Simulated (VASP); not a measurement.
# Sc in VASP: a series of runs

Aim: see how the results for Sc move with the level of theory and the settings. Levels: r2SCAN+D3(BJ), PBE, LDA. Tasks: single point.

Program: VASP 6.6.1. These are calculated values, not measurements. Logs are shortened: lines on timing, memory, paths and dates and some standing lists are left out, and cuts for length are marked.

### 1 The cell of the first run

The typed cell holds 2 atoms: a = 3.304 Å, b = 3.324 Å, c = 5.328 Å, α = 89.66°, β = 89.32°, γ = 121.28°.

### 2 Single point, r2SCAN+D3(BJ) (the cell strained at random)

Input file POSCAR:

```
Sc
1.0
    3.3039940000     -0.0426270000      0.0198990000
   -1.6889130000      2.8625610000      0.0100630000
    0.0317110000      0.0368260000      5.3280510000
Sc
2
Direct
    0.6666666667      0.3333333333      0.7500000000
    0.3333333333      0.6666666667      0.2500000000
```

Input file INCAR.step1:

```
ALGO     = Normal         # electronic algorithm
EDIFF    = 1E-4           # SCF threshold, eV
ENCUT    = 520            # plane-wave cutoff, eV
GGA      = PE             # functional
ISMEAR   = -1             # smearing method
LASPH    = True           # aspherical terms in the spheres
LCHARG   = False          # write CHGCAR
LREAL    = False          # projectors in reciprocal space
LWAVE    = True           # write WAVECAR
NBANDS   = 18             # bands
NELM     = 60             # most SCF steps
PREC     = Accurate       # precision mode
SIGMA    = 0.05           # smearing width, eV
```

Input file INCAR.step2:

```
ALGO     = Normal         # electronic algorithm
EDIFF    = 1E-6           # SCF threshold, eV
ENCUT    = 520            # plane-wave cutoff, eV
ISIF     = 2              # what is computed and relaxed
ISMEAR   = -1             # smearing method
ISTART   = 1            
IVDW     = 12             # dispersion correction
LASPH    = True           # aspherical terms in the spheres
LCHARG   = False          # write CHGCAR
LMIXTAU  = True         
LREAL    = False          # projectors in reciprocal space
LWAVE    = False          # write WAVECAR
METAGGA  = R2SCAN         # meta-GGA
NBANDS   = 18             # bands
NELM     = 60             # most SCF steps
PREC     = Accurate       # precision mode
SIGMA    = 0.05           # smearing width, eV
VDW_A1   = 0.49484001   
VDW_A2   = 5.73083694   
VDW_S6   = 1.0          
VDW_S8   = 0.78981345
```

Input file KPOINTS:

```
k-points
0
Gamma
  7 7 4
```

Potentials or basis: VASP PAW PBE potentials, release 64 (Sc_sv).

Command:

```console
$ cat potpaw_PBE.64/Sc_sv/POTCAR > POTCAR
$ cp INCAR.step1 INCAR
$ mpirun -np 1 vasp_std > vasp.out
$ cp INCAR.step2 INCAR
$ mpirun -np 1 vasp_std > vasp.out
```

OUTCAR:

```text
EDIFF = 1E-6
   ENCUT = 520
   ISIF = 2
   ISMEAR = -1
   ISTART = 1
   IVDW = 12
   LASPH = True
   LREAL = False
   METAGGA = R2SCAN
   NELM = 60
   PREC = Accurate
 IVDW          = 12

 ion  position               nearest neighbor table
   1  0.667  0.333  0.750-   2 3.24   2 3.25   2 3.28   2 3.29   2 3.29   2 3.29
   2  0.333  0.667  0.250-   1 3.24   1 3.25   1 3.28   1 3.29   1 3.29   1 3.29

  LATTYP: Found a triclinic cell.
 ALAT       =     3.2498326299
 B/A-ratio  =     1.0167689422
 C/A-ratio  =     1.6395529355
 COS(alpha) =     0.0118835465
 COS(beta)  =     0.0181740524
 COS(gamma) =     0.4857848982

  Lattice vectors:

 A1 = (  -1.6150810000,  -2.8199340000,  -0.0299620000)
 A2 = (  -3.3039940000,   0.0426270000,  -0.0198990000)
 A3 = (  -0.0317110000,  -0.0368260000,  -5.3280510000)

Analysis of symmetry for initial positions (statically):
=====================================================================
 Subroutine PRICEL returns:
 Original cell was already a primitive cell.

 Routine SETGRP: Setting up the symmetry group for a
 triclinic supercell.

 Subroutine GETGRP returns: Found  2 space group operations
 (whereof  2 operations were pure point group operations)
 out of a pool of  2 trial point group operations.

The static configuration has the point symmetry S_2 .

Analysis of symmetry for dynamics (positions and initial velocities):
=====================================================================
 Subroutine PRICEL returns:
 Original cell was already a primitive cell.

 Routine SETGRP: Setting up the symmetry group for a
 triclinic supercell.

 Subroutine GETGRP returns: Found  2 space group operations
 (whereof  2 operations were pure point group operations)
 out of a pool of  2 trial point group operations.

The dynamic configuration has the point symmetry S_2 .

 Subroutine INISYM returns: Found  2 space group operations
 (whereof  2 operations are pure point group operations),
 and found     1 'primitive' translations

----------------------------------------------------------------------------------------

                                     Primitive cell

  volume of cell :      50.0042

  direct lattice vectors                    reciprocal lattice vectors
     3.303994000 -0.042627000  0.019899000     0.305004239  0.179963469 -0.003059153
    -1.688913000  2.862561000  0.010063000     0.004556648  0.352034608 -0.002460285
     0.031711000  0.036826000  5.328051000    -0.001147724 -0.001337002  0.187701963

  length of vectors
     3.304328885  3.323670240  5.328272628     0.354152220  0.352072693  0.187710234

  position of ions in fractional coordinates (direct lattice)
     0.666666667  0.333333333  0.750000000
     0.333333333  0.666666667  0.250000000

  ion indices of the primitive-cell ions
   primitive index   ion index
                 1           1
                 2           2

----------------------------------------------------------------------------------------

 KPOINTS: k-points

Automatic generation of k-mesh.
 Grid dimensions read from file:
 generate k-points for:    7    7    4

 Generating k-lattice:

  Cartesian coordinates                     Fractional coordinates (reciprocal lattice)
     0.043572034  0.025709067 -0.000437022     0.142857143  0.000000000 -0.000000000
     0.000650950  0.050290658 -0.000351469    -0.000000000  0.142857143 -0.000000000
    -0.000286931 -0.000334251  0.046925491     0.000000000  0.000000000  0.250000000

  Length of vectors
     0.050593174  0.050296099  0.046927558

  Shift w.r.t. Gamma in fractional coordinates (k-lattice)
     0.000000000  0.000000000  0.000000000

 Subroutine IBZKPT returns following result:
 ===========================================

 Found     99 irreducible k-points:

 Following reciprocal coordinates:
            Coordinates               Weight
  0.000000  0.000000  0.000000      1.000000
  0.142857  0.000000  0.000000      2.000000
  0.285714  0.000000  0.000000      2.000000
  0.428571 -0.000000  0.000000      2.000000
  0.000000  0.142857  0.000000      2.000000
  0.142857  0.142857  0.000000      2.000000
[... 16 lines left out ...]
 -0.428571  0.428571 -0.000000      2.000000
 -0.285714  0.428571  0.000000      2.000000
 [... further k-points ...]
   k-points           NKPTS =     99   k-points in BZ     NKDIM =     99   number of bands    NBANDS=     18
   number of dos      NEDOS =    301   number of ions     NIONS =      2
   total plane-waves  NPLWV =  31360
   dimension x,y,z NGX =    28 NGY =   28 NGZ =   40
   dimension x,y,z NGXF=    56 NGYF=   56 NGZF=   80
   ions per type =               2
   NGX,Y,Z   is equivalent  to a cutoff of  14.09, 14.01, 12.48 a.u.
   NGXF,Y,Z  is equivalent  to a cutoff of  28.17, 28.01, 24.96 a.u.
 SYSTEM =  unknown system
   PREC   = accura    normal or accurate (medium, high low for compatibility)
   ISTART =      1    job   : 0-new  1-cont  2-samecut
   ICHARG =      0    charge: 1-file 2-atom 10-const
   ISPIN  =      1    spin polarized calculation?
   LNONCOLLINEAR =      F non collinear calculations
   LSORBIT =      F    spin-orbit coupling
   LASPH  =      T    aspherical Exc in radial PAW
   ENCUT  =  520.0 eV  38.22 Ry    6.18 a.u.   6.14  6.18  9.91*2*pi/ulx,y,z
   NELM   =     60;   NELMIN=  2; NELMDL=  0     # of ELM steps
   EDIFF  = 0.1E-05   stopping-criterion for ELM
   LREAL  =      F    real-space projection
   EDIFFG = 0.1E-04   stopping-criterion for IOM
   NSW    =      0    number of steps for IOM
   IBRION =     -1    ionic relax: 0-MD 1-quasi-New 2-CG
   NFREE  =      0    steps in history (QN), initial steepest desc. (CG)
   ISIF   =      2    stress and relaxation
   ISYM   =      2    0-nonsym 1-usesym 2-fastsym
   POTIM  = 0.5000    time-step for ionic-motion
   TEBEG  =    0.0;   TEEND  =   0.0 temperature during run
   PSTRESS=    0.0 pullay stress
   NELECT =      22.0000    total number of electrons
   NUPDOWN=      -1.0000    fix difference up-down
   EMIN   =  10.00;   EMAX   =-10.00  energy-range for DOS
   EFERMI =   0.00;   METHOD = LEGACY
   ISMEAR =    -1;   SIGMA  =   0.05  broadening in eV -4-tet -1-fermi 0-gaus
   EFERMI_NEDOS =   21; number of points for ismear=-14 and -15
   IALGO  =     38    algorithm
   IMIX   =      4    mixing-type and parameters
     AMIX     =   0.40;   BMIX     =  1.00
     AMIX_MAG =   1.60;   BMIX_MAG =  1.00
  volume/ion in A,a.u.               =      25.00       168.72
  Fermi-wavevector in a.u.,A,eV,Ry     =   1.245127  2.352948 21.093658  1.550340
  Thomas-Fermi vector in A             =   2.379363
   LORBIT       =      0    0 simple, 1 ext, 2 COOP (PROOUT), +10 PAW based schemes
   METAGGA = R2SCAN    functional components
   LHFCALC =     F    Hartree Fock is set to
   AEXX    =    0.0000 exact exchange contribution
   IVDW    =    12    specifies the selected vdW correction
   LEPSILON=     F    determine dielectric tensor
   LRPA    =     F    only Hartree local field effects (RPA)
 non-spin polarized calculation
  energy-cutoff  :      520.00
  volume of cell :       50.00
 maximum number of plane-waves:      1359
 NGX is ok and might be reduce to    28
   NGX = 13   NGY = 13   NGZ = 19

 number of electron      22.0000004 magnetization

 Free energy of the ion-electron system (eV)
  ---------------------------------------------------
  ext. energy  EPLUGINS =         0.00000000
  ---------------------------------------------------
  free energy    TOTEN  =       -22.71574652 eV

  energy without entropy =      -22.68277389  energy(sigma->0) =      -22.69926021

 E-fermi :   3.6341     XC(G=0): -10.5440

 val. band max:        3.6320807482   @ k =   0.4286  -0.0000   0.2500
 cond. band min:       3.6557275939   @ k =  -0.4286   0.4286   0.5000
 fundamental gap:      0.0236468457
 Fermi energy:         3.6341198937

 k-point     1 :       0.0000    0.0000    0.0000
  band No.  band energies     occupation
      1     -47.9174      2.00000
      2     -47.8570      2.00000
      3     -25.7505      2.00000
      4     -25.4153      2.00000
      5     -25.4108      2.00000
      6     -25.3623      2.00000
[... 10 lines left out ...]
     17       6.3158      0.00000
     18       6.3823      0.00000

 k-point     2 :       0.1429    0.0000    0.0000
  band No.  band energies     occupation
      1     -47.9073      2.00000
      2     -47.8523      2.00000
      3     -25.7241      2.00000
      4     -25.4683      2.00000
      5     -25.4332      2.00000
      6     -25.4166      2.00000
[... 10 lines left out ...]
     17       6.0630      0.00000
     18       6.1207      0.00000

 k-point     3 :       0.2857    0.0000    0.0000
  band No.  band energies     occupation
      1     -47.8832      2.00000
      2     -47.8431      2.00000
      3     -25.6565      2.00000
      4     -25.5976      2.00000
      5     -25.5423      2.00000
      6     -25.4720      2.00000
[... 10 lines left out ...]
     17       6.6405      0.00000
     18       6.9072      0.00000

 k-point     4 :       0.4286   -0.0000    0.0000
  band No.  band energies     occupation
      1     -47.8608      2.00000
      2     -47.8387      2.00000
      3     -25.7033      2.00000
      4     -25.6380      2.00000
      5     -25.5808      2.00000
      6     -25.5019      2.00000
[... 375 lines left out ...]
      4     -25.6171      2.00000
      5     -25.5688      2.00000
      6     -25.5220      2.00000
[... 10 lines left out ...]
     17       7.6748      0.00000
     18       7.7440      0.00000

 k-point    23 :      -0.4286    0.4286   -0.0000
  band No.  band energies     occupation
      1     -47.8672      2.00000
      2     -47.8420      2.00000
      3     -25.6823      2.00000
      4     -25.6202      2.00000
      5     -25.5964      2.00000
      6     -25.4838      2.00000
[... 10 lines left out ...]
     17       7.7050      0.00000
     18       7.7418      0.00000

 k-point    24 :      -0.2857    0.4286    0.0000
  band No.  band energies     occupation
      1     -47.8713      2.00000
      2     -47.8419      2.00000
      3     -25.6311      2.00000
      4     -25.6123      2.00000
      5     -25.5866      2.00000
      6     -25.4988      2.00000
[... 10 lines left out ...]
     17       7.4028      0.00000
     18       7.7500      0.00000

 [... further k-points ...]

------------------------ aborting loop because EDIFF is reached ----------------------------------------

 Edisp (eV)   -0.36357

 E8    (eV) :    -0.1426

  FORCE on cell =-STRESS in cart. coord.  units (eV):
  Direction    XX          YY          ZZ          XY          YZ          ZX
  --------------------------------------------------------------------------------------
  -------------------------------------------------------------------------------------
  Total      -0.15156     0.02652    -0.93677     0.30800    -0.11262    -0.09617
  in kB      -4.85615     0.84968   -30.01503     9.86866    -3.60833    -3.08132
  external pressure =      -11.34 kB  Pullay stress =        0.00 kB

 VOLUME and BASIS-vectors are now :
 -----------------------------------------------------------------------------
  energy-cutoff  :      520.00
  volume of cell :       50.00
      direct lattice vectors                 reciprocal lattice vectors
     3.303994000 -0.042627000  0.019899000     0.305004239  0.179963469 -0.003059153
    -1.688913000  2.862561000  0.010063000     0.004556648  0.352034608 -0.002460285
     0.031711000  0.036826000  5.328051000    -0.001147724 -0.001337002  0.187701963

 POSITION                                       TOTAL-FORCE (eV/Angst)
 -----------------------------------------------------------------------------------
      1.66347      0.95339      4.01266        -0.049332      0.014037      0.002630
     -0.01668      1.90337      1.34535         0.049332     -0.014037     -0.002630
 -----------------------------------------------------------------------------------
    total drift:                                0.000000     -0.000000     -0.000000

  FREE ENERGIE OF THE ION-ELECTRON SYSTEM (eV)
  ---------------------------------------------------
  free  energy   TOTEN  =       -23.0793183898 eV

  energy  without entropy=      -23.0463457622  energy(sigma->0) =      -23.06283208
```

Wall time 2.4 min (1 thread of Intel Xeon 6975P-C (Granite Rapids), shared host); peak memory 0.23 GiB.

Results:

| Property | Result |
| --- | --- |
| Free energy | -23.0793 eV |
| Pressure | -1.1 GPa |
| Largest force | 0.051 eV/Å |
| Band gap on the k mesh | zero (bands 11 and 12 overlap by 1.36 eV) |
| Dispersion energy per atom | -0.182 eV |

Forces in eV/Å, atoms in the order of the input:
```
Sc  -0.049  0.014  0.003
Sc   0.049 -0.014 -0.003
```

Stress tensor (GPa, compression positive):
```
-0.49  0.99 -0.31
 0.99  0.08 -0.36
-0.31 -0.36 -3.00
```

Caveat: the cell differs from its parent crystal (the cell strained at random); the PAW data sets were made with another functional, which shifts forces and pressure a little.

(Part 1 of 2 ends here.)
